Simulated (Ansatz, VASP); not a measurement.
## LuTlAu4 in VASP and in Ansatz

```xyz
6
Lattice="4.0104 0.0000 0.0000 0.0000 4.0104 0.0000 0.0000 0.0000 10.6143" Properties=species:S:1:pos:R:3 pbc="T T T"
Lu    2.0052    2.0052    5.3072
Tl    0.0000    0.0000    0.0000
Au    0.0000    0.0000    7.9091
Au    0.0000    0.0000    2.7052
Au    0.0000    0.0000    5.3072
Au    2.0052    2.0052    0.0000
```

Alike in both runs: functional PBE; k mesh 4 × 4 × 2; occupations gaussian, width 0.1 eV; no spin polarisation.

Ansatz relaxed the structure, and its values are those at the end. VASP's run is a single point on that final structure, the one shown.

```csv
,VASP,Ansatz
version,VASP 6.6.1,Ansatz 0.2.0
potentials or method,"VASP PAW PBE potentials, release 64 (Lu, Tl_d, Au), cutoff 520 eV","scalar-relativistic, plane waves, PAW"
valence electrons in the cell,82,114
```

|  | VASP | Ansatz | Ansatz less VASP |
| --- | --- | --- | --- |
| gap on the k mesh at the Fermi level (eV) | none | none | - |
| pressure (GPa) | -0.1 | 0.0 | +0.08 |
| rms of the force components (eV/Å) | 0.004 | 0.002 | -0.0026 |

A gap of «none» marks a metal or a gap that the smearing closes. With one functional, cell and mesh, what is left measures potentials, basis and numerics. VASP's potentials hold 82 valence electrons a cell and Ansatz's 114, so a difference there can come from the potentials and not from the codes.

The k mesh is coarse, so the values compare programs but aren't converged. Spin-orbit coupling is off throughout.
